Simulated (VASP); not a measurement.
# SnH5 (P6/mmm) in VASP: a series of runs, part 2 of 3

VASP 6.6.1.

### 4 Single point, PBE

This run uses another cell than the first one, of 13.17 Å³/atom, 1.556 times its volume.

Input file INCAR:

```
ALGO = Normal ; EDIFF = 1E-6
ENCUT = 520 ; GGA = PE
ISIF = 2 ; ISMEAR = 0
LASPH = T ; LCHARG = F
LREAL = F ; LWAVE = F
NBANDS = 18 ; NELM = 100
PREC = Accurate ; SIGMA = 0.1
```

Input file KPOINTS:

```
k-points
0
Gamma
  6 6 4
```

Input file POSCAR:

```
SnH5
1.0
    3.9432443700      0.0000000000      0.0000000000
   -1.9716221800      3.4149498000      0.0000000000
    0.0000000000      0.0000000000      5.8678220300
Sn H
1 5
Direct
    0.0000000000      0.0000000000      0.5000000000
    0.0000000000      0.0000000000      0.2050208300
    0.0000000000      0.0000000000      0.7949791700
    0.0000000000      0.0000000000      0.0000000000
    0.3333333300      0.6666666700      0.0000000000
    0.6666666700      0.3333333300      0.0000000000
```

Potentials or basis: VASP PAW PBE potentials, release 64 (Sn_d, H).

Run with:

```bash
$ cat potpaw_PBE.64/Sn_d/POTCAR potpaw_PBE.64/H/POTCAR > POTCAR
$ mpirun -np 1 vasp_std > vasp.out
```

OUTCAR:

```text
EDIFF = 1E-6
   ENCUT = 520
   GGA = PE
   ISIF = 2
   ISMEAR = 0
   LASPH = T
   LREAL = F
   NELM = 100
   PREC = Accurate

 ion  position               nearest neighbor table
   1  0.000  0.000  0.500-   2 1.73   3 1.73
   2  0.000  0.000  0.205-   1 1.73
   3  0.000  0.000  0.795-   1 1.73
   4  0.000  0.000  0.000-
   5  0.333  0.667  0.000-
   6  0.667  0.333  0.000-

  LATTYP: Found a hexagonal cell.
 ALAT       =     3.9432443700
 C/A-ratio  =     1.4880695893

  Lattice vectors:

 A1 = (   3.9432443700,   0.0000000000,   0.0000000000)
 A2 = (  -1.9716221800,   3.4149498000,   0.0000000000)
 A3 = (   0.0000000000,   0.0000000000,   5.8678220300)

Analysis of symmetry for initial positions (statically):
=====================================================================
 Subroutine PRICEL returns:
 Original cell was already a primitive cell.

 Routine SETGRP: Setting up the symmetry group for a
 hexagonal supercell.

 Subroutine GETGRP returns: Found 24 space group operations
 (whereof 24 operations were pure point group operations)
 out of a pool of 24 trial point group operations.

The static configuration has the point symmetry D_6h.

Analysis of symmetry for dynamics (positions and initial velocities):
=====================================================================
 Subroutine PRICEL returns:
 Original cell was already a primitive cell.

 Routine SETGRP: Setting up the symmetry group for a
 hexagonal supercell.

 Subroutine GETGRP returns: Found 24 space group operations
 (whereof 24 operations were pure point group operations)
 out of a pool of 24 trial point group operations.

The dynamic configuration has the point symmetry D_6h.

 Subroutine INISYM returns: Found 24 space group operations
 (whereof 24 operations are pure point group operations),
 and found     1 'primitive' translations

----------------------------------------------------------------------------------------

                                     Primitive cell

  volume of cell :      79.0160

  direct lattice vectors                    reciprocal lattice vectors
     3.943244370  0.000000000  0.000000000     0.253598283  0.146415036  0.000000000
    -1.971622180  3.414949800  0.000000000     0.000000000  0.292830073  0.000000000
     0.000000000  0.000000000  5.867822030     0.000000000  0.000000000  0.170420983

  length of vectors
     3.943244370  3.943244369  5.867822030     0.292830073  0.292830073  0.170420983

  position of ions in fractional coordinates (direct lattice)
     0.000000000  0.000000000  0.500000000
     0.000000000  0.000000000  0.205020830
     0.000000000  0.000000000  0.794979170
     0.000000000  0.000000000  0.000000000
     0.333333330  0.666666670  0.000000000
     0.666666670  0.333333330  0.000000000

  ion indices of the primitive-cell ions
   primitive index   ion index
[... 25 lines left out ...]
  Shift w.r.t. Gamma in fractional coordinates (k-lattice)
     0.000000000  0.000000000  0.000000000

 Subroutine IBZKPT returns following result:
 ===========================================

 Found     21 irreducible k-points:

 Following reciprocal coordinates:
            Coordinates               Weight
  0.000000  0.000000  0.000000      1.000000
  0.166667 -0.000000  0.000000      6.000000
  0.333333  0.000000  0.000000      6.000000
  0.500000  0.000000  0.000000      3.000000
  0.166667  0.166667  0.000000      6.000000
  0.333333  0.166667  0.000000     12.000000
[... 13 lines left out ...]
  0.333333  0.166667  0.500000     12.000000
  0.333333  0.333333  0.500000      2.000000
   k-points           NKPTS =     21   k-points in BZ     NKDIM =     21   number of bands    NBANDS=     18
   number of dos      NEDOS =    301   number of ions     NIONS =      6
   total plane-waves  NPLWV =  43200
   dimension x,y,z NGX =    30 NGY =   30 NGZ =   48
   dimension x,y,z NGXF=    60 NGYF=   60 NGZF=   96
   ions per type =               1   5
   NGX,Y,Z   is equivalent  to a cutoff of  12.65, 12.65, 13.60 a.u.
   NGXF,Y,Z  is equivalent  to a cutoff of  25.30, 25.30, 27.20 a.u.
 SYSTEM =  unknown system
   PREC   = accura    normal or accurate (medium, high low for compatibility)
   ISTART =      0    job   : 0-new  1-cont  2-samecut
   ICHARG =      2    charge: 1-file 2-atom 10-const
   ISPIN  =      1    spin polarized calculation?
   LNONCOLLINEAR =      F non collinear calculations
   LSORBIT =      F    spin-orbit coupling
   LASPH  =      T    aspherical Exc in radial PAW
   ENCUT  =  520.0 eV  38.22 Ry    6.18 a.u.   7.33  7.33 10.91*2*pi/ulx,y,z
   NELM   =    100;   NELMIN=  2; NELMDL= -5     # of ELM steps
   EDIFF  = 0.1E-05   stopping-criterion for ELM
   LREAL  =      F    real-space projection
   EDIFFG = 0.1E-04   stopping-criterion for IOM
   NSW    =      0    number of steps for IOM
   IBRION =     -1    ionic relax: 0-MD 1-quasi-New 2-CG
   NFREE  =      0    steps in history (QN), initial steepest desc. (CG)
   ISIF   =      2    stress and relaxation
   ISYM   =      2    0-nonsym 1-usesym 2-fastsym
   POTIM  = 0.5000    time-step for ionic-motion
   TEBEG  =    0.0;   TEEND  =   0.0 temperature during run
   PSTRESS=    0.0 pullay stress
   NELECT =      19.0000    total number of electrons
   NUPDOWN=      -1.0000    fix difference up-down
   EMIN   =  10.00;   EMAX   =-10.00  energy-range for DOS
   EFERMI =   0.00;   METHOD = LEGACY
   ISMEAR =     0;   SIGMA  =   0.10  broadening in eV -4-tet -1-fermi 0-gaus
   EFERMI_NEDOS =   21; number of points for ismear=-14 and -15
   IALGO  =     38    algorithm
   IMIX   =      4    mixing-type and parameters
     AMIX     =   0.40;   BMIX     =  1.00
     AMIX_MAG =   1.60;   BMIX_MAG =  1.00
  volume/ion in A,a.u.               =      13.17        88.87
  Fermi-wavevector in a.u.,A,eV,Ry     =   1.018015  1.923770 14.100473  1.036356
  Thomas-Fermi vector in A             =   2.151449
   LORBIT       =      0    0 simple, 1 ext, 2 COOP (PROOUT), +10 PAW based schemes
   GGA     = PE    functional components
   LHFCALC =     F    Hartree Fock is set to
   AEXX    =    0.0000 exact exchange contribution
   IVDW    =     0    specifies the selected vdW correction
   LEPSILON=     F    determine dielectric tensor
   LRPA    =     F    only Hartree local field effects (RPA)
 non-spin polarized calculation
 Gauss-broadening in eV      SIGMA  =   0.10
  energy-cutoff  :      520.00
  volume of cell :       79.02
 maximum number of plane-waves:      2146
 NGX is ok and might be reduce to    30
   NGX = 15   NGY = 15   NGZ = 21

 number of electron      19.0000008 magnetization

 Free energy of the ion-electron system (eV)
  ---------------------------------------------------
  ext. energy  EPLUGINS =         0.00000000
  ---------------------------------------------------
  free energy    TOTEN  =       -13.83579952 eV

  energy without entropy =      -13.82263777  energy(sigma->0) =      -13.82921865

 E-fermi :   0.5240     XC(G=0):  -7.9040

 val. band max:        0.4513600618   @ k =   0.3333   0.1667   0.2500
 cond. band min:       0.5915618016   @ k =   0.3333   0.1667   0.5000
 fundamental gap:      0.1402017398
 Fermi energy:         0.5240240527

 k-point     1 :       0.0000    0.0000    0.0000
  band No.  band energies     occupation
      1     -21.0985      2.00000
      2     -21.0715      2.00000
      3     -21.0715      2.00000
      4     -20.9390      2.00000
      5     -20.9390      2.00000
      6      -8.6117      2.00000
[... 418 lines left out ...]
      5     -20.9468      2.00000
      6      -6.6206      2.00000
[... 10 lines left out ...]
     17      10.7792      0.00000
     18      12.0621      0.00000

------------------------ aborting loop because EDIFF is reached ----------------------------------------

  FORCE on cell =-STRESS in cart. coord.  units (eV):
  Direction    XX          YY          ZZ          XY          YZ          ZX
  --------------------------------------------------------------------------------------
  -------------------------------------------------------------------------------------
  Total       -3.6409890     -3.6409890     -0.2495188     -0.0000000      0.0000000      0.0000000
  in kB      -73.8269618    -73.8269619     -5.0593977     -0.0000001      0.0000000      0.0000000
  external PRESSURE =     -50.9044405 kB  Pullay stress =       0.0000000 kB

 VOLUME and BASIS-vectors are now :
 -----------------------------------------------------------------------------
  energy-cutoff  :      520.00
  volume of cell :       79.02
      direct lattice vectors                 reciprocal lattice vectors
     3.943244370  0.000000000  0.000000000     0.253598283  0.146415036  0.000000000
    -1.971622180  3.414949800  0.000000000     0.000000000  0.292830073  0.000000000
     0.000000000  0.000000000  5.867822030     0.000000000  0.000000000  0.170420983

 POSITION                                       TOTAL-FORCE (eV/Angst)
 -----------------------------------------------------------------------------------
      0.00000      0.00000      2.93391        -0.000000      0.000000      0.000000
      0.00000      0.00000      1.20303        -0.000000     -0.000000     -2.510778
      0.00000      0.00000      4.66480        -0.000000      0.000000      2.510778
      0.00000      0.00000      0.00000        -0.000000      0.000000      0.000000
     -0.00000      2.27663      0.00000         0.000000      0.000000      0.000000
      1.97162      1.13832      0.00000        -0.000000     -0.000000      0.000000
 -----------------------------------------------------------------------------------
    total drift:                               -0.000000      0.000000      0.000000

  FREE ENERGIE OF THE ION-ELECTRON SYSTEM (eV)
  ---------------------------------------------------
  free  energy   TOTEN  =       -13.8357995234 eV

  energy  without entropy=      -13.8226377724  energy(sigma->0) =      -13.82921865
```

It took 32 s on 1 thread of Intel Xeon Platinum 8259CL at 2.50GHz (Skylake/Cascade Lake), shared host; peak memory 0.2 GiB.

Results:

| Item | Value |
| --- | --- |
| Free energy | -13.8358 eV |
| Pressure | -5.1 GPa |
| Largest force | 2.511 eV/Å |

Forces on the atoms (eV/Å):
```
Sn   0.000  0.000  0.000
H    0.000  0.000 -2.511
H    0.000  0.000  2.511
H    0.000  0.000  0.000
H    0.000  0.000  0.000
H    0.000  0.000  0.000
```

Caveat: spin-orbit coupling is left out, which moves the levels of the heavy elements; forces of over 1 eV/Å act on the atoms, so gaps and moduli don't describe the material at rest.

(Part 2 of 3 ends here.)
